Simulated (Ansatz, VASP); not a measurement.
**Ti: VASP beside Ansatz**

INCAR

```
PREC = Accurate ; ENCUT = 520
EDIFF = 1E-6 ; ISMEAR = 0
SIGMA = 0.1 ; LREAL = False
LASPH = True ; NELM = 100
ALGO = Normal ; ISIF = 2
LWAVE = False ; LCHARG = True
LDIPOL = True ; IDIPOL = 3
DIPOL = 0.5 0.5 0.289 ; GGA = PS
LELF = True ; LVHAR = True
LVACPOTAV = True ; NBANDS = 84
```

The input KPOINTS:

```
regular mesh
0
Gamma
  5 5 1
```

Contents of POSCAR:

```
Ti
1.0
    5.5602851172      0.0000000000      0.0000000000
   -1.8534283724      5.2422870823      0.0000000000
    0.0000000000      0.0000000000     21.2750793603
Ti
12
Direct
    0.2500000000      0.2500000000      0.1880133997
    0.2500000000      0.7500000000      0.1880133997
    0.7500000000      0.2500000000      0.1880133997
    0.7500000000      0.7500000000      0.1880133997
    0.0000000000      0.0000000000      0.2887400369
    0.0000000000      0.5000000000      0.2887400369
    0.5000000000      0.0000000000      0.2887400369
    0.5000000000      0.5000000000      0.2887400369
    0.2500000000      0.2500000000      0.3889564509
    0.2500000000      0.7500000000      0.3889564509
    0.7500000000      0.2500000000      0.3889564509
    0.7500000000      0.7500000000      0.3889564509
```

Input for Ansatz:

```yaml
crystal:
  lattice:
    - [5.5602851172, 0.0, 0.0]
    - [-1.8534283724, 5.2422870823, 0.0]
    - [0.0, 0.0, 21.2750793603]
  atoms:
    - { symbol: Ti, position: [0.25, 0.25, 0.1880133997] }
    - { symbol: Ti, position: [0.25, 0.75, 0.1880133997] }
    - { symbol: Ti, position: [0.75, 0.25, 0.1880133997] }
    - { symbol: Ti, position: [0.75, 0.75, 0.1880133997] }
    - { symbol: Ti, position: [0.0, 0.0, 0.2887400369] }
    - { symbol: Ti, position: [0.0, 0.5, 0.2887400369] }
    - { symbol: Ti, position: [0.5, 0.0, 0.2887400369] }
    - { symbol: Ti, position: [0.5, 0.5, 0.2887400369] }
    - { symbol: Ti, position: [0.25, 0.25, 0.3889564509] }
    - { symbol: Ti, position: [0.25, 0.75, 0.3889564509] }
    - { symbol: Ti, position: [0.75, 0.25, 0.3889564509] }
    - { symbol: Ti, position: [0.75, 0.75, 0.3889564509] }
basis:
  ecutwfc: 420
kpoints:
  mp_grid: { grid: [5, 5, 1] }
hamiltonian:
  xc: pbesol
scf:
  occupations: { method: gaussian, width: 0.1 }
output:
  forces: true
  eigenvalues: true
  write_density: true
  write_potential: true
  elf: true
  volumetric_format: npy
efield:
  axis: 3
  dipole_correction: true
  ramp_width: 0.04
```

Alike in both runs: task single point; functional PBEsol; k mesh 5 × 5 × 1; occupations gaussian, width 0.1 eV; no spin polarisation.

```csv
,VASP,Ansatz
version,VASP 6.6.1,Ansatz 0.2.0
potentials or method,"VASP PAW PBE potentials, release 64 (Ti_sv), cutoff 520 eV","scalar-relativistic, plane waves, PAW"
valence electrons in the cell,144,144
```

```tsv
	VASP	Ansatz	Ansatz less VASP
gap on the k mesh at the Fermi level (eV)	none	none	-
rms of the force components (eV/Å)	0.012	0.010	-0.0022
work function, face that differs most (eV)	4.50	4.50	+0.004
```

VASP's potentials were made for PBE, not for PBEsol. Atom by atom the forces differ by 0.006 eV/Å (rms over components). A gap of «none» marks a metal or a gap that the smearing closes. Ansatz's warnings: xc potential rough in thin density.
